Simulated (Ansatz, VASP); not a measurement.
BaBr in VASP and in Ansatz

```xyz
2
Lattice="4.2956 0.0000 0.0000 -2.1478 3.7201 0.0000 0.0000 0.0000 4.7805" Properties=species:S:1:pos:R:3 pbc="T T T"
Ba    2.1478    1.2400    2.3902
Br    0.0000    0.0000    0.0000
```

Alike in both runs: functional PBE; k mesh 18 × 18 × 12; occupations gaussian, width 0.1 eV; no spin polarisation.

Ansatz relaxed the structure, and its values are those at the end. VASP's run is a single point on that final structure, the one shown.

|  | VASP | Ansatz |
| --- | --- | --- |
| version | VASP 6.6.1 | Ansatz 0.2.0 |
| potentials or method | VASP PAW PBE potentials, release 64 (Ba_sv, Br), cutoff 520 eV | scalar-relativistic, plane waves, PAW |
| valence electrons in the cell | 17 | 17 |

```csv
,VASP,Ansatz,Ansatz less VASP
gap on the k mesh at the Fermi level (eV),none,none,-
pressure (GPa),0.3,0.0,-0.28
```

A gap of «none» marks a metal or a gap that the smearing closes. The functional is the same, so the differences come from potentials, cutoffs and numerics.

Neither program's run includes spin-orbit coupling.
